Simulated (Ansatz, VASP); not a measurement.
Two plane-wave programs on BN

```xyz
4
Lattice="2.5595 -0.0161 0.0423 -1.2937 2.0027 0.0201 0.1125 0.1268 6.6440" Properties=species:S:1:pos:R:3 pbc="T T T"
B     0.0529    1.3419    1.7675
B     1.3254    0.7714    4.9389
N     0.1091    1.4403    4.9087
N     1.2692    0.6731    1.7977
```

Alike in both runs: task single point; functional PBE; k mesh 12 × 12 × 4; occupations gaussian, width 0.02 eV; no spin polarisation.

|  | VASP | Ansatz |
| --- | --- | --- |
| version | VASP 6.6.1 | Ansatz 0.2.0 |
| potentials or method | VASP PAW PBE potentials, release 64 (B, N), cutoff 520 eV | scalar-relativistic, plane waves, PAW |
| valence electrons in the cell | 16 | 16 |

Ansatz gave:

```
gap on the k mesh at the Fermi level (eV)                     : 3.70
least direct gap on the mesh (eV)                             : 4.51
pressure (GPa)                                                : 32.9
traceless stress, the component that is largest in VASP (GPa) : 59.37
rms of the force components (eV/Å)                            : 1.948
```

Question: What did VASP give for the same quantities?

Answer: gap on the k mesh at the Fermi level (eV): 3.69; least direct gap on the mesh (eV): 4.50; pressure (GPa): 32.9; traceless stress, the component that is largest in VASP (GPa): 59.59; rms of the force components (eV/Å): 1.940.

Atom by atom the forces differ by 0.008 eV/Å (rms over components). Both programs put the cell under a high pressure, so it lies far from rest at this level.
